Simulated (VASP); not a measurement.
Crystal: Ca3Zr2N.

```xyz
6
Lattice="3.6056 0.0000 0.0000 0.0000 3.6056 0.0000 0.0000 0.0000 8.0096" Properties=species:S:1:pos:R:3 pbc="T T T"
Ca    1.8028    0.0000    3.0720
Ca    0.0000    1.8028    4.9376
Ca    0.0000    0.0000    0.0000
Zr    1.8028    0.0000    5.9261
Zr    0.0000    1.8028    2.0835
N     1.8028    1.8028    0.0000
```

The cell was built from a structure type or drawn by symmetry, and may not be a known phase.

- Program: VASP 6.6.1
- Task: relaxation of cell and atoms
- Functional: PBE
- Potentials or basis: VASP PAW PBE potentials, release 64 (Ca_sv, Zr_sv, N)
- Cutoff: 600 eV
- k mesh: 6 × 6 × 2
- Occupations: gaussian, width 0.1 eV
- Spin: no spin polarisation

At the start: pressure 22.6 GPa; volume 17.35 Å³/atom.

Task: Where does the relaxation end?

Result: Over 18 steps the energy falls by 962.0 meV/atom and the volume is 24.09 Å³/atom (+38.8 %); space group P-4m2 (No. 115, to 0.1 Å) before and after.

The path:
```csv
step,energy change (eV),largest force (eV/Å),pressure (GPa),volume (Å³)
1,0.0000,2.2088,22.61,104.13
2,-2.9049,1.4375,0.37,145.54
3,-2.9374,1.3089,-1.36,152.22
4,-3.4785,1.2517,-1.91,152.98
5,-4.8650,0.4285,-3.35,153.00
6,-4.4306,2.5159,2.27,144.17
7,-5.1833,1.5298,-2.85,150.56
8,-5.3950,1.2255,3.75,135.78
9,-5.4574,1.3452,1.37,140.12
10,-5.6947,0.5917,-0.03,143.92
11,-5.7368,0.2290,-0.65,146.23
12,-5.7376,0.1859,-0.72,146.54
13,-5.7622,0.1523,0.62,143.00
14,-5.7624,0.1532,0.52,143.25
15,-5.7682,0.0736,-0.18,144.97
16,-5.7685,0.0887,-0.05,144.65
17,-5.7704,0.0561,-0.02,144.62
18,-5.7722,0.0395,0.05,144.56
```

Final structure:
```cif
data_structure
_symmetry_space_group_name_H-M 'P 1'
_symmetry_Int_Tables_number 1
_cell_length_a 3.4085
_cell_length_b 3.4085
_cell_length_c 12.4428
_cell_angle_alpha 90.000
_cell_angle_beta 90.000
_cell_angle_gamma 90.000
_cell_volume 144.56
loop_
_atom_site_label
_atom_site_type_symbol
_atom_site_fract_x
_atom_site_fract_y
_atom_site_fract_z
_atom_site_occupancy
Ca1 Ca 0.50000 0.00000 0.38065 1
Ca2 Ca 0.00000 0.50000 0.61935 1
Ca3 Ca 0.00000 0.00000 0.00000 1
Zr1 Zr 0.50000 0.00000 0.81382 1
Zr2 Zr 0.00000 0.50000 0.18618 1
N1 N 0.50000 0.50000 0.00000 1
```

Caveat: the k points lie up to 0.31 Å⁻¹ apart in the final cell, too coarse for converged energies and pressures of a metal; the volume moved by over 15 % at a fixed basis, so the end points are rough.
